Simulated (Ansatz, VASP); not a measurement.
# Two plane-wave programs on Bi3H

Contents of INCAR:

```
ALGO = Normal
EDIFF = 1E-6
EDIFFG = -0.01
ENCUT = 600
GGA = PE
IBRION = 2
ISIF = 3
ISMEAR = 0
LASPH = T
LCHARG = F
LREAL = F
LWAVE = F
NELM = 100
NSW = 100
PREC = Accurate
SIGMA = 0.1
```

KPOINTS

```
k-points
0
Gamma
  10 10 10
```

POSCAR

```
Bi3H
1.0
    4.7464613201      0.0000000000      0.0000000000
    0.0000000000      4.7464613201      0.0000000000
    0.0000000000      0.0000000000      4.7464613201
Bi H
3 1
Direct
    0.0000000000      0.5000000000      0.5000000000
    0.5000000000      0.0000000000      0.5000000000
    0.5000000000      0.5000000000      0.0000000000
    0.0000000000      0.0000000000      0.0000000000
```

Input for Ansatz:

```yaml
crystal:
  lattice:
    - [4.7464613201, 0.0, 0.0]
    - [0.0, 4.7464613201, 0.0]
    - [0.0, 0.0, 4.7464613201]
  atoms:
    - { symbol: Bi, position: [0.0, 0.5, 0.5] }
    - { symbol: Bi, position: [0.5, 0.0, 0.5] }
    - { symbol: Bi, position: [0.5, 0.5, 0.0] }
    - { symbol: H, position: [0.0, 0.0, 0.0] }
basis:
  ecutwfc: 420
kpoints:
  mp_grid: { grid: [10, 10, 10] }
hamiltonian:
  xc: pbe
scf:
  occupations: { method: gaussian, width: 0.1 }
output:
  forces: true
  stress: true
  eigenvalues: true
relax:
  adjacent_minimum: "off"
  f_tol: 0.01
  max_steps: 80
  cell: { stress_tol: 0.05 }
```

Alike in both runs: task relaxation of cell and atoms; functional PBE; k mesh 10 × 10 × 10; occupations gaussian, width 0.1 eV; no spin polarisation.

|  | VASP | Ansatz |
| --- | --- | --- |
| version | VASP 6.6.1 | Ansatz 0.2.0 |
| potentials or method | VASP PAW PBE potentials, release 64 (Bi_d, H), cutoff 600 eV | scalar-relativistic, plane waves, PAW |
| valence electrons in the cell | 46 | 46 |

|  | VASP | Ansatz | Ansatz less VASP |
| --- | --- | --- | --- |
| gap on the k mesh at the Fermi level, each at its own relaxed structure (eV) | none | none | - |
| relaxed volume (Å³/atom) | 26.73 | 26.73 | 0.000 |
| relaxed cell length with the largest relative difference (Å) | 4.746 | 4.746 | 0.0000 |

A gap of «none» marks a metal or a gap that the smearing closes.

Spin-orbit coupling is off throughout. Noted on VASP's run: the relaxation stopped at its first step, so nothing moved.
